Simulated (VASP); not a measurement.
Input of a VASP 6.6.1 run:

INCAR

```
SYSTEM = CdS
PREC = Accurate
ENCUT = 520
EDIFF = 1E-6
ISMEAR = -1
SIGMA = 0.05
LREAL = .False.
LASPH = .True.
NELM = 80
ALGO = Normal
ISIF = 2
LWAVE = .False.
LCHARG = .False.
GGA = PE
ALDAC = 0.0
AGGAC = 0.0
NBANDS = 26
```

KPOINTS

```
Automatic mesh
0
Gamma
  7 7 4
  0 0 0
```

The input POSCAR:

```
CdS
1.0
    4.0652823512      0.0000000000      0.0000000000
   -2.0326411756      3.5206377897      0.0000000000
    0.0000000000      0.0000000000      6.5994716144
Cd S
2 2
Direct
    0.6666666667      0.3333333333      0.5000000000
    0.3333333333      0.6666666667      0.0000000000
    0.6666666667      0.3333333333      0.8750000000
    0.3333333333      0.6666666667      0.3750000000
```

Potentials or basis: VASP PAW PBE potentials, release 64 (Cd, S).

The run is started by

```sh
$ cat potpaw_PBE.64/Cd/POTCAR potpaw_PBE.64/S/POTCAR > POTCAR
$ mpirun -np 1 vasp_std > vasp.out
```

Task: What does it give for the pressure?

Result: 16.6 GPa.

Task: What does it give for the band gap on the k mesh?

Result: 1.34 eV, direct.

Task: Estimate the largest force.

Result: 0.080 eV/Å.

Stress tensor (GPa, compression positive):
```
16.18  0.00  0.00
 0.00 16.18  0.00
 0.00  0.00 17.44
```
